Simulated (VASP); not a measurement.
**Ti: single point with r2SCAN**

Crystal: Ti.

```
Ti
1.0
     0.00000   -3.25179    0.00000
    -3.25179    0.00000    0.00000
     0.00000    0.00000   -3.25179
Ti
2
Direct
  0.50000 0.50000 0.56150
  0.00000 0.00000 0.93850
```

This cell differs from its parent crystal: atoms displaced along a vibrational mode.

- Program: VASP 6.6.1
- Task: single point
- Functional: r2SCAN
- Potentials or basis: VASP PAW PBE potentials, release 64 (Ti_sv)
- Cutoff: 520 eV
- k mesh: 18 × 18 × 18
- Occupations: gaussian, width 0.15 eV
- Spin: no spin polarisation

```yaml
Pressure: 3.7 GPa
Largest_force: 1.959 eV/Å
Band_gap_on_the_k_mesh: zero (bands 12 and 13 overlap by 1.81 eV)
```

Forces on the atoms (eV/Å):
```
Ti   0.000  0.000  1.959
Ti   0.000  0.000 -1.959
```

Stress tensor (GPa, compression positive):
```
 5.85  0.00  0.00
 0.00  5.85  0.00
 0.00  0.00 -0.62
```

Levels at points of the mesh, in eV from the Fermi level:
```csv
k point,band 10,band 11,band 12,band 13,band 14,band 15
"(0.00, 0.00, 0.00)",-2.57,-1.96,0.75,1.51,1.51,2.05
"(0.50, 0.00, 0.00)",-2.79,-0.68,-0.68,0.86,0.86,2.53
"(0.00, 0.00, 0.50)",-2.76,-1.32,1.33,1.33,1.34,1.52
"(0.50, 0.50, 0.00)",-2.35,0.17,0.17,1.11,1.11,2.54
"(0.00, 0.50, 0.50)",-2.60,-0.37,-0.37,0.88,0.88,3.24
"(0.50, 0.50, 0.50)",-0.98,-0.53,-0.53,-0.06,-0.06,3.36
```

It took 16 min on 1 thread of Intel Xeon 8259CL, on a shared host, peak memory 0.38 GiB.

Caveat: the cell differs from its parent crystal (atoms displaced along a vibrational mode); the stress differs along the axes, from -1 to 6 GPa; the PAW data sets were made with another functional, which shifts forces and pressure a little.
